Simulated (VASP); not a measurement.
A run of VASP 6.6.1 is set up as follows.

File INCAR:

```
ALGO = Normal ; EDIFF = 1E-6
EDIFFG = -0.01 ; ENCUT = 600
GGA = PE ; IBRION = 2
ISIF = 3 ; ISMEAR = -1
LASPH = T ; LCHARG = F
LREAL = F ; LWAVE = F
NELM = 100 ; NSW = 80
PREC = Accurate ; SIGMA = 0.05
```

File KPOINTS:

```
k-points
0
Gamma
  5 5 5
```

File POSCAR:

```
ScSiRh3
1.0
    4.3986751702      0.0000000000      0.0000000000
    0.0000000000      4.3986751702      0.0000000000
    0.0000000000      0.0000000000      4.3986751702
Sc Si Rh
1 1 3
Direct
    0.0000000000      0.0000000000      0.0000000000
    0.5000000000      0.5000000000      0.5000000000
    0.5000000000      0.5000000000      0.0000000000
    0.0000000000      0.5000000000      0.5000000000
    0.5000000000      0.0000000000      0.5000000000
```

Potentials or basis: VASP PAW PBE potentials, release 64 (Sc_sv, Si, Rh_pv).

The run is started by

```sh
$ cat potpaw_PBE.64/Sc_sv/POTCAR potpaw_PBE.64/Si/POTCAR potpaw_PBE.64/Rh_pv/POTCAR > POTCAR
$ mpirun -np 1 vasp_std > vasp.out
```

(1) What does it give for the space group after relaxing (to 0.1 Å)?

(2) Estimate the relaxed cell.

(3) Estimate the band gap on the k mesh.

## Answers

(1) Pm-3m (No. 221).

(2) a = 4.400 Å, b = 4.400 Å, c = 4.400 Å, α = 90.00°, β = 90.00°, γ = 90.00°.

(3) zero (bands 30 and 31 overlap by 0.13 eV).
